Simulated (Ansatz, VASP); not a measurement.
# N: VASP beside Ansatz

```
N
1.0
    15.00000    0.00000    0.00000
     0.00000   15.50000    0.00000
     0.00000    0.00000   16.00000
N
1
Direct
  0.50000 0.50000 0.50000
```

Alike in both runs: task single point; functional r2SCAN; k mesh 1 × 1 × 1; occupations gaussian, width 0.005 eV; collinear spin.

|  | VASP | Ansatz |
| --- | --- | --- |
| version | VASP 6.6.1 | Ansatz 0.2.0 |
| potentials or method | VASP PAW PBE potentials, release 64 (N), cutoff 520 eV | scalar-relativistic, plane waves, PAW |
| valence electrons in the cell | 5 | 5 |

Ansatz gave:

| Item | Value |
| --- | --- |
| gap on the k mesh at the Fermi level (eV) | 5.73 |
| net moment per atom (μB) | 3.00 |
| size of the moment on the site where the two differ most (μB) | 3.00 |

Task: Estimate VASP's values.

Result: gap on the k mesh at the Fermi level (eV): 5.72; net moment per atom (μB): 3.00; size of the moment on the site where the two differ most (μB): 1.99.

VASP's potentials were made for PBE, not for r2SCAN. Site moments also hang on the region over which each program counts them. Ansatz's warnings: stability check not made.
